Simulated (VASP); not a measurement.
Set up this calculation in VASP 6.6.1, as the native input.

- Task: single point
- Functional: PBE
- Potentials or basis: VASP PAW PBE potentials, release 64 (Al, N)
- Cutoff: 520 eV
- k mesh: 6 × 6 × 6
- Occupations: gaussian, width 0.01 eV
- Spin: no spin polarisation
- Dipole correction: no
- Further INCAR settings: ALGO = Normal; EDIFF = 1e-06; NBANDS = 11

The structure of AlN lies in POSCAR:

```
AlN
1.0
    0.0001003780      2.1843265944      2.1844781780
    2.1861895939     -0.0285318733      2.2131104294
    2.1843632433      2.2111324952     -0.0267055227
Al N
1 1
Direct
   -0.0461645356      0.0221608599      0.0341862780
    0.7917073206      0.6954740045      0.7067929642
```

The input as run:

INCAR

```
SYSTEM = AlN
  PREC = Accurate
  ENCUT = 520
  EDIFF = 1E-6
  ISMEAR = 0
  SIGMA = 0.01
  LREAL = .FALSE.
  LASPH = .TRUE.
  NELM = 100
  ALGO = Normal
  ISIF = 2
  LWAVE = .FALSE.
  LCHARG = .FALSE.
  GGA = PE
  NBANDS = 11
```

KPOINTS

```
Automatic mesh
0
G
  6 6 6
  0 0 0
```

Potentials or basis: VASP PAW PBE potentials, release 64 (Al, N).

Command:

```sh
$ cat potpaw_PBE.64/Al/POTCAR potpaw_PBE.64/N/POTCAR > POTCAR
$ mpirun -np 1 vasp_std > vasp.out
```

It gave:

The pressure is 8.4 GPa. The largest force is 3.723 eV/Å and the band gap on the k mesh is 2.37 eV, indirect (least direct gap 2.90 eV).

Caveat: forces of over 1 eV/Å act on the atoms, so gaps and moduli don't describe the material at rest.

Run time: 13 s on 1 thread of Intel(R) Xeon(R) Platinum 8488C (Sapphire Rapids), with other jobs on the host, peak memory 0.14 GiB.
